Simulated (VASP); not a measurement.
# NaI (Fm-3m) in VASP: a series of runs

NaI is run at these levels: r2SCAN, PBE; tasks: electric field gradients.

All numbers are computed with VASP 6.6.1; they aren't measurements. Logs are shortened: lines on timing, memory, paths and dates and some standing lists are left out, and cuts for length are marked.

## (1) The cell of the first run

It takes space group Fm-3m (No. 225, cubic). Conventional cell: a = 6.473 Å, b = 6.473 Å, c = 6.473 Å, α = 90.00°, β = 90.00°, γ = 90.00°. Na (site symmetry m-3m) has 6 I at 3.24 Å within 4.3 Å. I (site symmetry m-3m) has 6 Na at 3.24 Å within 4.3 Å.

## (2) Electric field gradients, r2SCAN

POSCAR

```
NaI
1.0
    0.0000000000      3.2364000000      3.2364000000
    3.2364000000      0.0000000000      3.2364000000
    3.2364000000      3.2364000000      0.0000000000
Na I
1 1
Direct
    0.0000000000      0.0000000000      0.0000000000
    0.5000000000      0.5000000000      0.5000000000
```

INCAR.step1

```
SYSTEM = NaI
PREC = Accurate ; ENCUT = 520
ISMEAR = -1 ; SIGMA = 0.01
LREAL = .FALSE. ; LASPH = .TRUE.
NELM = 60 ; NBANDS = 14
GGA = PE ; ALGO = Normal
EDIFF = 1E-4 ; LWAVE = .TRUE.
LCHARG = .FALSE.
```

INCAR.step2

```
SYSTEM = NaI
PREC = Accurate ; ENCUT = 520
EDIFF = 1E-8 ; ISMEAR = -1
SIGMA = 0.01 ; LREAL = .FALSE.
LASPH = .TRUE. ; NELM = 60
ALGO = Normal ; ISIF = 2
LWAVE = .FALSE. ; LCHARG = .FALSE.
METAGGA = R2SCAN ; LMIXTAU = .TRUE.
LEFG = .TRUE. ; NBANDS = 14
ISTART = 1
```

KPOINTS

```
regular mesh
0
G
  7 7 7
  0 0 0
```

Potentials or basis: VASP PAW PBE potentials, release 64 (Na_pv, I).

Run with:

```console
cat potpaw_PBE.64/Na_pv/POTCAR potpaw_PBE.64/I/POTCAR > POTCAR
cp INCAR.step1 INCAR
mpirun -np 1 vasp_std > vasp.out
cp INCAR.step2 INCAR
mpirun -np 1 vasp_std > vasp.out
```

OUTCAR:

```text
SYSTEM = NaI
   PREC = Accurate
   ENCUT = 520
   EDIFF = 1E-8
   ISMEAR = -1
   LREAL = .FALSE.
   LASPH = .TRUE.
   NELM = 60
   ISIF = 2
   METAGGA = R2SCAN
   ISTART = 1

 ion  position               nearest neighbor table
   1  0.000  0.000  0.000-
   2  0.500  0.500  0.500-

  LATTYP: Found a face centered cubic cell.
 ALAT       =     6.4728000000

  Lattice vectors:

 A1 = (   0.0000000000,   3.2364000000,   3.2364000000)
 A2 = (   3.2364000000,   0.0000000000,   3.2364000000)
 A3 = (   3.2364000000,   3.2364000000,   0.0000000000)

Analysis of symmetry for initial positions (statically):
=====================================================================
 Subroutine PRICEL returns:
 Original cell was already a primitive cell.

 Routine SETGRP: Setting up the symmetry group for a
 face centered cubic supercell.

 Subroutine GETGRP returns: Found 48 space group operations
 (whereof 48 operations were pure point group operations)
 out of a pool of 48 trial point group operations.

The static configuration has the point symmetry O_h .

Analysis of symmetry for dynamics (positions and initial velocities):
=====================================================================
 Subroutine PRICEL returns:
 Original cell was already a primitive cell.

 Routine SETGRP: Setting up the symmetry group for a
 face centered cubic supercell.

 Subroutine GETGRP returns: Found 48 space group operations
 (whereof 48 operations were pure point group operations)
 out of a pool of 48 trial point group operations.

The dynamic configuration has the point symmetry O_h .

 Subroutine INISYM returns: Found 48 space group operations
 (whereof 48 operations are pure point group operations),
 and found     1 'primitive' translations

----------------------------------------------------------------------------------------

                                     Primitive cell

  volume of cell :      67.7980

  direct lattice vectors                    reciprocal lattice vectors
     0.000000000  3.236400000  3.236400000    -0.154492646  0.154492646  0.154492646
     3.236400000  0.000000000  3.236400000     0.154492646 -0.154492646  0.154492646
[... 130 lines left out ...]
 val. band max:        0.4799811441   @ k =   0.0000   0.0000   0.0000
 cond. band min:       4.9188260311   @ k =   0.0000   0.0000   0.0000
 fundamental gap:      4.4388448870
 Fermi energy:         0.6809923667

 k-point     1 :       0.0000    0.0000    0.0000
  band No.  band energies     occupation
      1     -22.7710      2.00000
      2     -22.7707      2.00000
      3     -22.7707      2.00000
      4     -10.8656      2.00000
      5       0.4800      2.00000
      6       0.4800      2.00000
      7       0.4800      2.00000
      8       4.9188      0.00000
      9       8.9547      0.00000
     10       8.9547      0.00000
     11       8.9547      0.00000
     12      10.8067      0.00000
     13      10.8067      0.00000
     14      11.5955      0.00000
[... 309 lines left out ...]
      1     -22.7736      2.00000
      2     -22.7735      2.00000
      3     -22.7722      2.00000
      4     -10.4473      2.00000
      5      -1.0294      2.00000
      6      -0.9551      2.00000
      7      -0.2815      2.00000
      8       6.9128      0.00000
      9       8.1069      0.00000
     10       9.0263      0.00000
     11       9.5016      0.00000
     12      12.3010      0.00000
     13      12.8398      0.00000
     14      14.9688      0.00000

------------------------ aborting loop because EDIFF is reached ----------------------------------------

  FORCE on cell =-STRESS in cart. coord.  units (eV):
  Direction    XX          YY          ZZ          XY          YZ          ZX
  --------------------------------------------------------------------------------------
  -------------------------------------------------------------------------------------
  Total       -0.0772791     -0.0772791     -0.0772791     -0.0000000      0.0000000      0.0000000
  in kB       -1.8262330     -1.8262330     -1.8262330     -0.0000000      0.0000000      0.0000000
  external PRESSURE =      -1.8262330 kB  Pullay stress =       0.0000000 kB

 VOLUME and BASIS-vectors are now :
 -----------------------------------------------------------------------------
  energy-cutoff  :      520.00
  volume of cell :       67.80
      direct lattice vectors                 reciprocal lattice vectors
     0.000000000  3.236400000  3.236400000    -0.154492646  0.154492646  0.154492646
     3.236400000  0.000000000  3.236400000     0.154492646 -0.154492646  0.154492646
     3.236400000  3.236400000  0.000000000     0.154492646  0.154492646 -0.154492646

 POSITION                                       TOTAL-FORCE (eV/Angst)
 -----------------------------------------------------------------------------------
      0.00000      0.00000      0.00000         0.000000      0.000000     -0.000000
      3.23640      3.23640      3.23640        -0.000000      0.000000      0.000000
 -----------------------------------------------------------------------------------
    total drift:                                0.000000      0.000000      0.000000

  FREE ENERGIE OF THE ION-ELECTRON SYSTEM (eV)
  ---------------------------------------------------
  free  energy   TOTEN  =       -31.0854919133 eV

  energy  without entropy=      -31.0854919133  energy(sigma->0) =      -31.08549191

 Electric field gradients (V/A^2)
---------------------------------------------------------------------
 ion       V_xx      V_yy      V_zz      V_xy      V_xz      V_yz
---------------------------------------------------------------------
   1      -0.000    -0.000    -0.000     0.003     0.003     0.003
   2      -0.000     0.000     0.000    -0.000    -0.000    -0.000
---------------------------------------------------------------------

 Electric field gradients after diagonalization (V/A^2)
 (convention: |V_zz| > |V_xx| > |V_yy|)
----------------------------------------------------------------------
 ion       V_xx      V_yy      V_zz     asymmetry (V_yy - V_xx)/ V_zz
----------------------------------------------------------------------
   1      -0.003    -0.003     0.007       0.000
   2       0.000     0.000    -0.001       0.000
----------------------------------------------------------------------

           NMR quadrupolar parameters

 Cq : quadrupolar parameter    Cq=e*Q*V_zz/h
 eta: asymmetry parameters     (V_yy - V_xx)/ V_zz
 Q  : nuclear electric quadrupole moment in mb (millibarn)
----------------------------------------------------------------------
 ion       Cq(MHz)       eta       Q (mb)
----------------------------------------------------------------------
   1       0.000       0.000       1.000
   2      -0.000       0.000       1.000
----------------------------------------------------------------------
```

OUTCAR.step1:

```text
SYSTEM = NaI
   PREC = Accurate
   ENCUT = 520
   ISMEAR = -1
   LREAL = .FALSE.
   LASPH = .TRUE.
[... 554 lines left out ...]
      0.00000      0.00000      0.00000        -0.000000     -0.000000      0.000000
      3.23640      3.23640      3.23640         0.000000      0.000000      0.000000
 -----------------------------------------------------------------------------------
    total drift:                                0.000000      0.000000      0.000000

  FREE ENERGIE OF THE ION-ELECTRON SYSTEM (eV)
  ---------------------------------------------------
  free  energy   TOTEN  =        -5.3850392836 eV

  energy  without entropy=       -5.3850392836  energy(sigma->0) =       -5.38503928
```

OSZICAR.step1:

```text
N       E                     dE             d eps       ncg     rms          rms(c)
DAV:   1     0.835583675234E+02    0.83558E+02   -0.66232E+03   560   0.886E+02
DAV:   2     0.115353435589E+01   -0.82405E+02   -0.76739E+02   596   0.223E+02
DAV:   3    -0.529313694082E+01   -0.64467E+01   -0.63952E+01   752   0.606E+01
DAV:   4    -0.544884924916E+01   -0.15571E+00   -0.15568E+00   698   0.959E+00
DAV:   5    -0.545266946924E+01   -0.38202E-02   -0.38202E-02   752   0.150E+00    0.163E+00
DAV:   6    -0.539163310809E+01    0.61036E-01   -0.70862E-02   656   0.155E+00    0.110E+00
DAV:   7    -0.538300498393E+01    0.86281E-02   -0.64864E-02   728   0.131E+00    0.607E-01
DAV:   8    -0.538507443494E+01   -0.20695E-02   -0.53336E-03   644   0.576E-01    0.175E-01
DAV:   9    -0.538503928356E+01    0.35151E-04   -0.20583E-04   662   0.124E-01
   1 F= -.53850393E+01 E0= -.53850393E+01  d E =-.292878E-13
```

It took 1.9 min on 1 thread of Intel Xeon Platinum 8259CL at 2.50GHz (Skylake/Cascade Lake), shared host; peak memory 0.22 GiB.

What came out:

```
Free energy                             : -31.0855 eV
Pressure                                : -0.2 GPa
Band gap on the k mesh                  : 4.44 eV
Largest electric field gradient by atom : zero within the noise of the run
```

Caveat: the PAW data sets were made with another functional, which shifts forces and pressure a little; spin-orbit coupling is left out, which moves the levels of the heavy elements.

## (3) Electric field gradients, PBE, non-collinear spin, zero start, spin-orbit coupling

INCAR

```
SYSTEM = NaI
PREC = Accurate
ENCUT = 520
EDIFF = 1E-8
ISMEAR = -1
SIGMA = 0.01
LREAL = .FALSE.
LASPH = .TRUE.
NELM = 150
ALGO = Normal
ISIF = 2
LWAVE = .FALSE.
LCHARG = .FALSE.
LNONCOLLINEAR = .TRUE.
MAGMOM = 0 0 0 0 0 0
LORBIT = 11
LSORBIT = .TRUE.
GGA_COMPAT = .FALSE.
LORBMOM = .TRUE.
GGA = PE
LEFG = .TRUE.
NBANDS = 26
```

KPOINTS is that of step 2.

POSCAR is that of step 2.

Potentials or basis: VASP PAW PBE potentials, release 64 (Na_pv, I).

Run with:

```console
cat potpaw_PBE.64/Na_pv/POTCAR potpaw_PBE.64/I/POTCAR > POTCAR
mpirun -np 1 vasp_ncl > vasp.out
```

OUTCAR:

```text
SYSTEM = NaI
   PREC = Accurate
   ENCUT = 520
   EDIFF = 1E-8
   ISMEAR = -1
   LREAL = .FALSE.
   LASPH = .TRUE.
   NELM = 150
   ISIF = 2
   LNONCOLLINEAR = .TRUE.
   LORBIT = 11
   LSORBIT = .TRUE.
   GGA = PE

 ion  position               nearest neighbor table
   1  0.000  0.000  0.000-
   2  0.500  0.500  0.500-

  LATTYP: Found a face centered cubic cell.
 ALAT       =     6.4728000000

  Lattice vectors:

 A1 = (   0.0000000000,   3.2364000000,   3.2364000000)
 A2 = (   3.2364000000,   0.0000000000,   3.2364000000)
 A3 = (   3.2364000000,   3.2364000000,   0.0000000000)

Analysis of symmetry for initial positions (statically):
=====================================================================
 Subroutine PRICEL returns:
 Original cell was already a primitive cell.

 Routine SETGRP: Setting up the symmetry group for a
 face centered cubic supercell.

 Subroutine GETGRP returns: Found 48 space group operations
 (whereof 48 operations were pure point group operations)
 out of a pool of 48 trial point group operations.

The static configuration has the point symmetry O_h .

Analysis of symmetry for dynamics (positions and initial velocities):
=====================================================================
 Subroutine PRICEL returns:
[... 862 lines left out ...]
     0.0000000     0.0000000     0.0000000     0.0000000     0.0000000     0.0000000     0.0000000
     0.0000000     0.0000000     0.0000000     0.0000000     0.0000000     0.0000000     0.0000000
     0.0000000     0.0000000     0.0000000     0.0000000     0.0000000     0.0000000     0.0000000

 Ion:    2  E_soc:     -0.2478125
 l=   1
     0.0000000    -0.0412912    -0.0412912
    -0.0412912     0.0000000    -0.0412912
    -0.0412912    -0.0412912     0.0000000
 l=   2
     0.0000000    -0.0000022     0.0000000    -0.0000022    -0.0000087
    -0.0000022     0.0000000    -0.0000065    -0.0000022    -0.0000022
     0.0000000    -0.0000065     0.0000000    -0.0000065     0.0000000
    -0.0000022    -0.0000022    -0.0000065     0.0000000    -0.0000022
    -0.0000087    -0.0000022     0.0000000    -0.0000022     0.0000000
 l=   3
     0.0000000     0.0000000     0.0000000     0.0000000     0.0000000     0.0000000     0.0000000
     0.0000000     0.0000000     0.0000000     0.0000000     0.0000000     0.0000000     0.0000000
     0.0000000     0.0000000     0.0000000     0.0000000     0.0000000     0.0000000     0.0000000
     0.0000000     0.0000000     0.0000000     0.0000000     0.0000000     0.0000000     0.0000000
     0.0000000     0.0000000     0.0000000     0.0000000     0.0000000     0.0000000     0.0000000
     0.0000000     0.0000000     0.0000000     0.0000000     0.0000000     0.0000000     0.0000000
     0.0000000     0.0000000     0.0000000     0.0000000     0.0000000     0.0000000     0.0000000

 total charge

# of ion       s       p       d       tot
------------------------------------------
    1        0.043   5.972   0.000   6.014
    2        1.494   2.853   0.003   4.350
--------------------------------------------------
tot          1.537   8.825   0.003  10.364

 magnetization (x)

# of ion       s       p       d       tot
------------------------------------------
    1       -0.000   0.000   0.000  -0.000
    2        0.000  -0.000  -0.000   0.000
--------------------------------------------------
tot          0.000  -0.000  -0.000   0.000

 magnetization (y)

# of ion       s       p       d       tot
------------------------------------------
    1        0.000   0.000   0.000   0.000
    2       -0.000   0.000  -0.000  -0.000
--------------------------------------------------
tot         -0.000   0.000  -0.000  -0.000

 magnetization (z)

# of ion       s       p       d       tot
------------------------------------------
    1        0.000   0.000   0.000   0.000
    2        0.000  -0.000   0.000   0.000
--------------------------------------------------
tot          0.000  -0.000   0.000   0.000
```

It took 2.4 min on 1 thread of Intel Xeon Platinum 8259CL at 2.50GHz (Skylake/Cascade Lake), shared host; peak memory 0.4 GiB.

What came out:

- Free energy: -5.5081 eV
- Pressure: 0.5 GPa
- Net moment: 0.00 μB per cell
- Largest electric field gradient by atom: zero within the noise of the run
- Valence electrons inside the program's atomic spheres: Na 6.01; I 4.35

Moments on the atoms (μB; x, y, z):
```
Na  0.00 0.00 0.00
I   0.00 0.00 0.00
```
